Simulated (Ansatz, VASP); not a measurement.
One calculation of CoO, two programs

```xyz
2
Lattice="1.6128 0.9312 2.5835 -1.6128 0.9312 2.5835 0.0000 -1.8623 2.5835" Properties=species:S:1:pos:R:3 pbc="T T T"
Co    0.0000    0.0000    7.7425
O     0.0000    0.0000    5.8207
```

Alike in both runs: task single point; functional r2SCAN; k mesh 10 × 10 × 10; occupations fermi-dirac, width 0.05 eV; collinear spin.

|  | VASP | Ansatz |
| --- | --- | --- |
| version | VASP 6.6.1 | Ansatz 0.2.0 |
| potentials or method | VASP PAW PBE potentials, release 64 (Co, O) | Ansatz PAW |
| plane-wave cutoff (eV) | 520 | 500 |
| valence electrons in the cell | 15 | 23 |

```csv
,VASP,Ansatz,Ansatz less VASP
gap on the k mesh at the Fermi level (eV),0.20,0.23,+0.023
least direct gap on the mesh (eV),0.34,0.28,-0.061
pressure (GPa),0.7,1.1,+0.39
"traceless stress, the component that is largest in VASP (GPa)",4.23,4.17,-0.062
net moment per atom (μB),1.50,1.50,0.000
size of the moment on the site where the two differ most (μB),2.63,2.42,-0.206
```

VASP's potentials were made for PBE, not for r2SCAN. Site moments also hang on the region over which each program counts them. The functional is the same, so the differences come from potentials, cutoffs and numerics. VASP's potentials hold 15 valence electrons a cell and Ansatz's 23, so a difference there can come from the potentials and not from the codes.

Noted on Ansatz's run: the magnetic or orbital state may not be the lowest.
